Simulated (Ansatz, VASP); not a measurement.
**BAs in VASP and in Ansatz**

INCAR

```
PREC = Accurate ; ENCUT = 500
EDIFF = 1E-6 ; ISMEAR = -1
SIGMA = 0.05 ; LREAL = False
LASPH = True ; NELM = 120
ALGO = Normal ; ISIF = 2
LWAVE = False ; LCHARG = True
GGA = PE ; LELF = True
LVHAR = True ; NBANDS = 11
GGA_COMPAT = False
```

KPOINTS

```
regular mesh
0
Gamma
  9 9 9
```

Contents of POSCAR:

```
BAs
1.0
    2.9538034803      0.0000000000      0.0000000000
    0.0000000000      2.9538034803      0.0000000000
    0.0000000000      0.0000000000      2.9538034803
B As
1 1
Direct
    0.5000000000      0.5000000000      0.5000000000
    0.0000000000      0.0000000000      0.0000000000
```

The input input.yaml:

```yaml
crystal:
  lattice:
    - [2.9538034803, 0.0, 0.0]
    - [0.0, 2.9538034803, 0.0]
    - [0.0, 0.0, 2.9538034803]
  atoms:
    - { symbol: B, position: [0.5, 0.5, 0.5] }
    - { symbol: As, position: [0.0, 0.0, 0.0] }
hamiltonian:
  xc: pbe
  pseudopotentials: { kind: paw, azcp: { folder: soft_1 } }
kpoints:
  mp_grid: { grid: [9, 9, 9] }
scf:
  occupations: { method: fermi_dirac, width: 0.05 }
output:
  forces: true
  stress: true
  eigenvalues: true
```

Alike in both runs: task single point; functional PBE; k mesh 9 × 9 × 9; occupations fermi-dirac, width 0.05 eV; no spin polarisation.

|  | VASP | Ansatz |
| --- | --- | --- |
| version | VASP 6.6.1 | Ansatz 0.2.0 |
| potentials or method | VASP PAW PBE potentials, release 64 (B, As) | Ansatz PAW soft_1 |
| plane-wave cutoff (eV) | 500 | 420 |
| valence electrons in the cell | 8 | 18 |

```tsv
	VASP	Ansatz	Ansatz less VASP
gap on the k mesh at the Fermi level (eV)	none	none	-
pressure (GPa)	-1.5	-1.6	-0.13
```

A gap of «none» marks a metal or a gap that the smearing closes. The functional is the same, so the differences come from potentials, cutoffs and numerics. VASP's potentials hold 8 valence electrons a cell and Ansatz's 18, so a difference there can come from the potentials and not from the codes.
